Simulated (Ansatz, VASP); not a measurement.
# Co: VASP beside Ansatz

```xyz
2
Lattice="2.4938 0.0000 0.0000 -1.2469 2.1597 0.0000 0.0000 0.0000 4.0331" Properties=species:S:1:pos:R:3 pbc="T T T"
Co    0.0000    1.4398    1.0083
Co    1.2469    0.7199    3.0248
```

Alike in both runs: task relaxation of cell and atoms; functional LDA; k mesh 21 × 21 × 10; occupations gaussian, width 0.1 eV; collinear spin.

|  | VASP | Ansatz |
| --- | --- | --- |
| version | VASP 6.6.1 | Ansatz 0.2.0 |
| potentials or method | VASP PAW LDA potentials, release 64 (Co), cutoff 600 eV | scalar-relativistic, plane waves, PAW |
| valence electrons in the cell | 18 | 34 |

```tsv
	VASP	Ansatz	Ansatz less VASP
gap on the k mesh at the Fermi level, each at its own relaxed structure (eV)	none	none	-
net moment per atom (μB)	1.49	1.52	+0.025
size of the moment on the site where the two differ most (μB)	1.49	1.56	+0.077
relaxed volume (Å³/atom)	9.97	10.01	+0.046
relaxed cell length with the largest relative difference (Å)	3.910	3.918	+0.0082
```

LDA's correlation is that of Perdew and Zunger in VASP and of Perdew and Wang (1992) in Ansatz. Site moments also hang on the region over which each program counts them. A gap of «none» marks a metal or a gap that the smearing closes. VASP's potentials hold 18 valence electrons a cell and Ansatz's 34, so a difference there can come from the potentials and not from the codes.
